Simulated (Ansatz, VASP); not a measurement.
Si2W: VASP beside Ansatz

```
Si W
1.0
     0.00000    3.41277    3.41277
     3.41277    0.00000    3.41277
     3.41277    3.41277    0.00000
Si W
4 2
Cartesian
  4.2660 4.2660 4.2660
  4.2660 2.5596 2.5596
  2.5596 2.5596 4.2660
  2.5596 4.2660 2.5596
  0.0000 0.0000 0.0000
  1.7064 1.7064 1.7064
```

Alike in both runs: functional PBE; k mesh 4 × 4 × 4; occupations gaussian, width 0.1 eV; no spin polarisation.

Ansatz relaxed the structure, and its values are those at the end. VASP's run is a single point on that final structure, the one shown.

|  | VASP | Ansatz |
| --- | --- | --- |
| version | VASP 6.6.1 | Ansatz 0.2.0 |
| potentials or method | VASP PAW PBE potentials, release 64 (Si, W_sv), cutoff 520 eV | scalar-relativistic, plane waves, PAW |
| valence electrons in the cell | 44 | 44 |

Ansatz gave:

- gap on the k mesh at the Fermi level (eV): none
- pressure (GPa): 0.0

Estimate VASP's values.

gap on the k mesh at the Fermi level (eV): none; pressure (GPa): -0.1.

A gap of «none» marks a metal or a gap that the smearing closes.

The k mesh is coarse, so the values compare programs but aren't converged. Spin-orbit coupling is off throughout.
